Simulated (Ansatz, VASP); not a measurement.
Ni in VASP and in Ansatz

```
CELL_PARAMETERS angstrom
-1.38372 1.38372 1.27302
1.38372 -1.38372 1.27302
1.38372 1.38372 -1.27302
ATOMIC_POSITIONS crystal
Ni 0.00000 0.00000 0.00000
```

Change from the starting cell: strain +0.000 along x and y, -0.080 along z, atoms carried along.

Alike in both runs: task single point; functional PBE; k mesh 24 × 24 × 24; occupations gaussian, width 0.15 eV; collinear spin.

|  | VASP | Ansatz |
| --- | --- | --- |
| version | VASP 6.6.1 | Ansatz 0.2.0 |
| potentials or method | VASP PAW PBE potentials, release 64 (Ni_sv_GW), cutoff 590 eV | scalar-relativistic, plane waves, PAW |
| valence electrons in the cell | 18 | 18 |

```tsv
	VASP	Ansatz	Ansatz less VASP
gap on the k mesh at the Fermi level (eV)	none	none	-
pressure (GPa)	25.7	30.7	+4.95
traceless stress, the component that is largest in VASP (GPa)	-2.75	-2.65	+0.102
net moment per atom (μB)	0.50	0.50	+0.001
size of the moment on the site where the two differ most (μB)	0.53	0.53	+0.002
```

Site moments also hang on the region over which each program counts them. A gap of «none» marks a metal or a gap that the smearing closes.
